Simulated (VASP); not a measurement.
# KI (Cmcm) in VASP: notebook, part 2 of 2

VASP 6.6.1. Earlier steps stand in the parts before.

### 3 Single point, PBE

This run uses another cell than the first one, of 46.42 Å³/atom, 1.031 times its volume.

File INCAR:

```
SYSTEM = KI
PREC = Accurate
ENCUT = 520
EDIFF = 1E-6
ISMEAR = 0
SIGMA = 0.01
LREAL = .False.
LASPH = .True.
NELM = 60
ALGO = Normal
ISIF = 2
LWAVE = .False.
LCHARG = .True.
GGA = PE
LELF = .True.
LVHAR = .True.
NBANDS = 24
```

File KPOINTS:

```
Automatic mesh
0
Gamma
  6 6 4
  0 0 0
```

File POSCAR:

```
KI
1.0
    2.4856453893     -4.3033640674      0.0000000000
    2.4856453893      4.3033640674      0.0000000000
    0.0000000000      0.0000000000      8.6793138294
K I
2 2
Direct
    0.5000000000      0.5000000000      0.5000000000
    0.5000000000      0.5000000000      0.0000000000
    0.8332197538      0.1667802462      0.2500000000
    0.1667802462      0.8332197538      0.7500000000
```

Potentials or basis: VASP PAW PBE potentials, release 64 (K_sv, I).

On the command line:

```console
cat potpaw_PBE.64/K_sv/POTCAR potpaw_PBE.64/I/POTCAR > POTCAR
mpirun -np 1 vasp_std > vasp.out
```

OUTCAR:

```text
SYSTEM = KI
   PREC = Accurate
   ENCUT = 520
   EDIFF = 1E-6
   ISMEAR = 0
   LREAL = .False.
   LASPH = .True.
   NELM = 60
   ISIF = 2
   GGA = PE

 ion  position               nearest neighbor table
   1  0.500  0.500  0.500-   3 3.60   4 3.60   4 3.60   3 3.60   4 3.60   3 3.60
   2  0.500  0.500  0.000-   3 3.60   4 3.60   4 3.60   3 3.60   4 3.60   3 3.60
   3  0.833  0.167  0.250-   1 3.60   2 3.60   1 3.60   2 3.60   1 3.60   2 3.60
   4  0.167  0.833  0.750-   1 3.60   2 3.60   1 3.60   2 3.60   1 3.60   2 3.60

  LATTYP: Found a base centered orthorhombic cell.
 ALAT       =     4.9712907786
 B/A-ratio  =     1.7312864039
 C/A-ratio  =     1.7458873793

  Lattice vectors:

 A1 = (   2.4856453893,  -4.3033640674,   0.0000000000)
 A2 = (   2.4856453893,   4.3033640674,   0.0000000000)
 A3 = (   0.0000000000,   0.0000000000,   8.6793138294)

Analysis of symmetry for initial positions (statically):
=====================================================================
 Subroutine PRICEL returns:
 Original cell was already a primitive cell.

 Routine SETGRP: Setting up the symmetry group for a
 base centered orthorhombic supercell.

 Subroutine GETGRP returns: Found  8 space group operations
 (whereof  4 operations were pure point group operations)
 out of a pool of  8 trial point group operations.

The static configuration has the point symmetry C_2h.
 The point group associated with its full space group is D_2h.

Analysis of symmetry for dynamics (positions and initial velocities):
=====================================================================
 Subroutine PRICEL returns:
 Original cell was already a primitive cell.

 Routine SETGRP: Setting up the symmetry group for a
 base centered orthorhombic supercell.

 Subroutine GETGRP returns: Found  8 space group operations
 (whereof  4 operations were pure point group operations)
 out of a pool of  8 trial point group operations.

[... 124 lines left out ...]
     AMIX     =   0.40;   BMIX     =  1.00
     AMIX_MAG =   1.60;   BMIX_MAG =  1.00
  volume/ion in A,a.u.               =      46.42       313.26
  Fermi-wavevector in a.u.,A,eV,Ry     =   0.911040  1.721615 11.292743  0.829993
  Thomas-Fermi vector in A             =   2.035272
   LORBIT       =      0    0 simple, 1 ext, 2 COOP (PROOUT), +10 PAW based schemes
   GGA     = PE    functional components
   LHFCALC =     F    Hartree Fock is set to
   AEXX    =    0.0000 exact exchange contribution
   IVDW    =     0    specifies the selected vdW correction
   LEPSILON=     F    determine dielectric tensor
   LRPA    =     F    only Hartree local field effects (RPA)
 non-spin polarized calculation
 Gauss-broadening in eV      SIGMA  =   0.01
  energy-cutoff  :      520.00
  volume of cell :      185.68
 maximum number of plane-waves:      5041
 NGX is ok and might be reduce to    40
   NGX = 19   NGY = 19   NGZ = 33

 number of electron      31.9999999 magnetization

 Free energy of the ion-electron system (eV)
  ---------------------------------------------------
  ext. energy  EPLUGINS =         0.00000000
  ---------------------------------------------------
  free energy    TOTEN  =       -11.05498591 eV

  energy without entropy =      -11.05498591  energy(sigma->0) =      -11.05498591

 E-fermi :  -0.4851     XC(G=0):  -6.9738

 val. band max:       -0.6047351914   @ k =   0.0000   0.0000   0.0000
 cond. band min:       3.1714010263   @ k =   0.0000   0.0000   0.0000
 fundamental gap:      3.7761362177
 Fermi energy:        -0.4850714698

 k-point     1 :       0.0000    0.0000    0.0000
  band No.  band energies     occupation
      1     -29.3232      2.00000
      2     -29.3191      2.00000
      3     -12.9433      2.00000
      4     -12.8057      2.00000
      5     -12.8056      2.00000
      6     -12.7948      2.00000
[... 637 lines left out ...]
     23       7.0484      0.00000
     24       7.4826      0.00000

 [... further k-points ...]

------------------------ aborting loop because EDIFF is reached ----------------------------------------

  FORCE on cell =-STRESS in cart. coord.  units (eV):
  Direction    XX          YY          ZZ          XY          YZ          ZX
  --------------------------------------------------------------------------------------
  -------------------------------------------------------------------------------------
  Total        0.0177789      0.0268540      0.0267082      0.0000000     -0.0000000      0.0000000
  in kB        0.1534093      0.2317161      0.2304584      0.0000000     -0.0000000      0.0000000
  external PRESSURE =       0.2051946 kB  Pullay stress =       0.0000000 kB

 VOLUME and BASIS-vectors are now :
 -----------------------------------------------------------------------------
  energy-cutoff  :      520.00
  volume of cell :      185.68
      direct lattice vectors                 reciprocal lattice vectors
     2.485645389 -4.303364067  0.000000000     0.201155001 -0.116188171  0.000000000
     2.485645389  4.303364067  0.000000000     0.201155001  0.116188171  0.000000000
     0.000000000  0.000000000  8.679313829     0.000000000  0.000000000  0.115216481

 POSITION                                       TOTAL-FORCE (eV/Angst)
 -----------------------------------------------------------------------------------
      2.48565      0.00000      4.33966         0.000000     -0.000000      0.000000
      2.48565      0.00000      0.00000        -0.000000      0.000000      0.000000
      2.48565     -2.86793      2.16983        -0.000000     -0.001307      0.000000
      2.48565      2.86793      6.50949        -0.000000      0.001307      0.000000
 -----------------------------------------------------------------------------------
    total drift:                               -0.000000      0.000000      0.000000

  FREE ENERGIE OF THE ION-ELECTRON SYSTEM (eV)
  ---------------------------------------------------
  free  energy   TOTEN  =       -11.0549859105 eV

  energy  without entropy=      -11.0549859105  energy(sigma->0) =      -11.05498591
```

Wall time 4.3 min (1 thread of Oxide Virtual Turin-like, shared host); peak memory 0.36 GiB.

What came out:

| Property | Result |
| --- | --- |
| Free energy | -11.0550 eV |
| Pressure | 0.0 GPa |
| Band gap on the k mesh | 3.78 eV, direct |

Caveat: spin-orbit coupling is left out, which moves the levels of the heavy elements. A k mesh can miss the band edges.

### 4 Single point, PBE (volume changed by +3%)

File INCAR:

```
SYSTEM = KI
ALGO = Normal
EDIFF = 1E-7
ENCUT = 520
GGA = PE
ISIF = 2
ISMEAR = 0
LASPH = .True.
LCHARG = .True.
LELF = .True.
LREAL = .False.
LVHAR = .True.
LWAVE = .False.
NBANDS = 24
NELM = 100
PREC = Accurate
SIGMA = 0.01
```

File KPOINTS:

```
k-points
0
Gamma
  6 6 4
  0 0 0
```

File POSCAR:

```
KI
1.0
    2.5102573403     -4.3459744036      0.0000000000
    2.5102573403      4.3459744036      0.0000000000
    0.0000000000      0.0000000000      8.7652532187
K I
2 2
Direct
    0.5000000000      0.5000000000      0.5000000000
    0.5000000000      0.5000000000      0.0000000000
    0.8332197538      0.1667802462      0.2500000000
    0.1667802462      0.8332197538      0.7500000000
```

On the command line:

```console
cat potpaw_PBE.64/K_sv/POTCAR potpaw_PBE.64/I/POTCAR > POTCAR
mpirun -np 1 vasp_std > vasp.out
```

Run time: 5.5 min. Hardware: 1 thread of Oxide Virtual Turin-like, shared host; peak memory 0.37 GiB.

The run converged. Its results:

| Quantity | Value |
| --- | --- |
| Free energy | -11.0508 eV |
| Pressure | -0.3 GPa |
| Band gap on the k mesh | 3.71 eV, direct |

Levels at points of the mesh, in eV from the valence-band top:
```tsv
k point	band 14	band 15	band 16	band 17	band 18	band 19
(0.00, 0.00, 0.00)	-0.17	0.00	0.00	3.71	5.45	5.75
(0.50, 0.00, 0.00)	-0.51	-0.31	-0.30	5.14	5.70	5.71
(0.50, 0.50, 0.00)	-0.51	-0.31	-0.30	5.14	5.70	5.71
(0.00, 0.00, 0.50)	-0.12	-0.12	-0.12	4.76	4.76	6.28
(0.50, 0.00, 0.50)	-0.45	-0.31	-0.31	5.50	5.50	5.71
(0.50, 0.50, 0.50)	-0.45	-0.31	-0.31	5.50	5.50	5.71
```

Caveat: the cell differs from its parent crystal (volume changed by +3%); spin-orbit coupling is left out, which moves the levels of the heavy elements. A k mesh can miss the band edges.

### 5 Single point, PBE (volume changed by +6%)

File INCAR:

```
PREC = Accurate
ENCUT = 520
EDIFF = 1E-7
ISMEAR = 0
SIGMA = 0.01
LREAL = F
LASPH = T
NELM = 80
ALGO = Normal
ISIF = 2
LWAVE = F
LCHARG = F
GGA = PE
NBANDS = 24
```

File KPOINTS:

```
Automatic mesh
0
Gamma
  6 6 4
```

File POSCAR:

```
KI
1.0
    2.5343959109     -4.3877651827      0.0000000000
    2.5343959109      4.3877651827      0.0000000000
    0.0000000000      0.0000000000      8.8495396703
K I
2 2
Direct
    0.5000000000      0.5000000000      0.5000000000
    0.5000000000      0.5000000000      0.0000000000
    0.8332197538      0.1667802462      0.2500000000
    0.1667802462      0.8332197538      0.7500000000
```

On the command line:

```console
cat potpaw_PBE.64/K_sv/POTCAR potpaw_PBE.64/I/POTCAR > POTCAR
mpirun -np 1 vasp_std > vasp.out
```

Run time: 5.9 min. Hardware: 1 thread of Oxide Virtual Turin-like, shared host; peak memory 0.38 GiB.

It converged, with:

```yaml
Free_energy: -11.0372 eV
Pressure: -0.5 GPa
Band_gap_on_the_k_mesh: 3.65 eV, direct
```

Levels at points of the mesh, in eV from the valence-band top:
```tsv
k point	band 14	band 15	band 16	band 17	band 18	band 19
(0.00, 0.00, 0.00)	-0.16	0.00	0.00	3.65	5.41	5.76
(0.50, 0.00, 0.00)	-0.48	-0.29	-0.28	5.15	5.65	5.68
(0.50, 0.50, 0.00)	-0.48	-0.29	-0.28	5.15	5.65	5.68
(0.00, 0.00, 0.50)	-0.11	-0.11	-0.11	4.68	4.68	6.26
(0.50, 0.00, 0.50)	-0.43	-0.29	-0.29	5.45	5.45	5.72
(0.50, 0.50, 0.50)	-0.43	-0.29	-0.29	5.45	5.45	5.72
```

Caveat: the cell differs from its parent crystal (volume changed by +6%); spin-orbit coupling is left out, which moves the levels of the heavy elements. A k mesh can miss the band edges.

### 6 Overview

```tsv
cell	gap on the mesh (eV)	pressure (GPa)
a = 4.919, b = 4.919, c = 8.592 Å, angles 90.0, 90.0, 120.0°, 4 atoms	3.84	0.4
a = 4.970, b = 4.970, c = 8.679 Å, angles 90.0, 90.0, 120.0°, 4 atoms	3.78	0.0
a = 5.019, b = 5.019, c = 8.765 Å, angles 90.0, 90.0, 120.0°, 4 atoms	3.71	-0.3
a = 5.067, b = 5.067, c = 8.850 Å, angles 90.0, 90.0, 120.0°, 4 atoms	3.65	-0.5
```

Alike in all rows: task single point; level PBE; potentials or basis VASP PAW PBE potentials, release 64 (K_sv, I); no spin polarisation; k mesh 6 × 6 × 4; cutoff (eV) 520; smearing gaussian 0.01 eV.

Caveats: spin-orbit coupling is left out, which moves the levels of the heavy elements.

Absolute energies hang on the potentials; compare differences alone.
